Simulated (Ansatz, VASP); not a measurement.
Si2W: VASP beside Ansatz

File INCAR:

```
ALGO = Normal ; EDIFF = 1E-6
ENCUT = 520 ; GGA = CA
ISIF = 2 ; ISMEAR = 0
LASPH = True ; LCHARG = True
LELF = True ; LREAL = False
LVHAR = True ; LWAVE = False
NBANDS = 18 ; NELM = 100
PREC = Accurate ; SIGMA = 0.15
```

Contents of KPOINTS:

```
k-points
0
Gamma
  18 18 18
```

Contents of POSCAR:

```
Si2W
1.0
   -1.5928550571      1.5928550571      3.8862445622
    1.5928550571     -1.5928550571      3.8862445622
    1.5928550571      1.5928550571     -3.8862445622
Si W
2 1
Direct
    0.3346644983      0.3346644983      0.0000000000
    0.6653355017      0.6653355017      0.0000000000
    0.0000000000      0.0000000000      0.0000000000
```

Input for Ansatz:

```yaml
crystal:
  lattice:
    - [-1.5928550571, 1.5928550571, 3.8862445622]
    - [1.5928550571, -1.5928550571, 3.8862445622]
    - [1.5928550571, 1.5928550571, -3.8862445622]
  atoms:
    - { symbol: Si, position: [0.3346644983, 0.3346644983, 0.0] }
    - { symbol: Si, position: [0.6653355017, 0.6653355017, 0.0] }
    - { symbol: W, position: [0.0, 0.0, 0.0] }
basis:
  ecutwfc: 420
kpoints:
  mp_grid: { grid: [18, 18, 18] }
hamiltonian:
  xc: lda
  pseudopotentials: { kind: paw, azcp: { folder: soft_1 } }
scf:
  occupations: { method: gaussian, width: 0.15 }
output:
  forces: true
  stress: true
  eigenvalues: true
```

Alike in both runs: task single point; functional LDA; k mesh 18 × 18 × 18; occupations gaussian, width 0.15 eV; no spin polarisation.

|  | VASP | Ansatz |
| --- | --- | --- |
| version | VASP 6.6.1 | Ansatz 0.2.0 |
| potentials or method | VASP PAW LDA potentials, release 64 (Si, W_sv), cutoff 520 eV | scalar-relativistic, plane waves, PAW |
| valence electrons in the cell | 22 | 22 |

VASP gave:

* gap on the k mesh at the Fermi level (eV): none
* pressure (GPa): 0.7
* rms of the force components (eV/Å): 0.004

What did Ansatz give for the same quantities?

gap on the k mesh at the Fermi level (eV): none; pressure (GPa): 0.0; rms of the force components (eV/Å): 0.001.

Ansatz warns that its potentials were made for another functional, while VASP's fit it. LDA's correlation is that of Perdew and Zunger in VASP and of Perdew and Wang (1992) in Ansatz. Atom by atom the forces differ by 0.006 eV/Å (rms over components). A gap of «none» marks a metal or a gap that the smearing closes.

Neither program's run includes spin-orbit coupling.
